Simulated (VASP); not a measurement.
The system is WAu.

```
CELL_PARAMETERS angstrom
0.00000 2.74798 2.74798
2.74798 0.00000 2.74798
2.74798 2.74798 0.00000
ATOMIC_POSITIONS crystal
W 0.00000 0.00000 0.00000
Au 0.75000 0.75000 0.75000
```

Base run:

```yaml
Program: VASP 6.6.1
Functional: RPBE
Potentials_or_basis: VASP PAW PBE potentials, release 64 (W_sv, Au)
Cutoff: 520 eV
k_mesh: 8 × 8 × 8
Occupations: fermi-dirac, width 0.05 eV
Spin: no spin polarisation
```

Its results: pressure 35.9 GPa.

Problem. The run is repeated on the same cell with these changes: functional from RPBE to r2SCAN. What comes out?

Solution. Pressure 30.2 GPa.

Caveats: the PAW data sets were made with another functional, which shifts forces and pressure a little.
